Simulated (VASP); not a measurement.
A run of VASP 6.6.1 is set up as follows.

INCAR

```
SYSTEM = ZrO2
PREC = Accurate ; ENCUT = 600
EDIFF = 1E-8 ; ISMEAR = 0
SIGMA = 0.01 ; LREAL = .False.
LASPH = .True. ; NELM = 120
ALGO = Normal ; ISIF = 2
LWAVE = .False. ; LCHARG = .False.
GGA = PS ; NBANDS = 33
IBRION = 8 ; NSW = 1
LEPSILON = .True. ; GGA_COMPAT = .False.
```

The input KPOINTS:

```
Automatic mesh
0
Gamma
  6 6 4
  0 0 0
```

File POSCAR:

```
ZrO2
1.0
    3.5844944187      0.0000000000      0.0000000000
    0.0000000000      3.5844944187      0.0000000000
    0.0000000000      0.0000000000      5.1772030346
Zr O
2 4
Direct
    0.0000000000      0.0000000000      0.0000000000
    0.5000000000      0.5000000000      0.5000000000
    0.0000000000      0.5000000000      0.2985195879
    0.0000000000      0.5000000000      0.7985195879
    0.5000000000      0.0000000000      0.7014804121
    0.5000000000      0.0000000000      0.2014804121
```

Potentials or basis: VASP PAW PBE potentials, release 64 (Zr_sv, O).

Run with:

```bash
$ cat potpaw_PBE.64/Zr_sv/POTCAR potpaw_PBE.64/O/POTCAR > POTCAR
$ mpirun -np 1 vasp_std > vasp.out
```

Estimate the electronic dielectric tensor (diagonal).

5.79, 5.79, 5.18.

Estimate the Born charges (mean of the diagonal).

Zr +5.49; O -2.75 e.

Predict the highest phonon frequency at Γ, LO-TO splitting left out.

641 cm⁻¹.

Phonon frequencies in cm⁻¹ (negative: imaginary):
```tsv
q point	frequencies
(0.000, 0.000, 0.000)	0 0 0 116 116 136 136 284 306 332 439 439 442 442 587 640 640 641
```
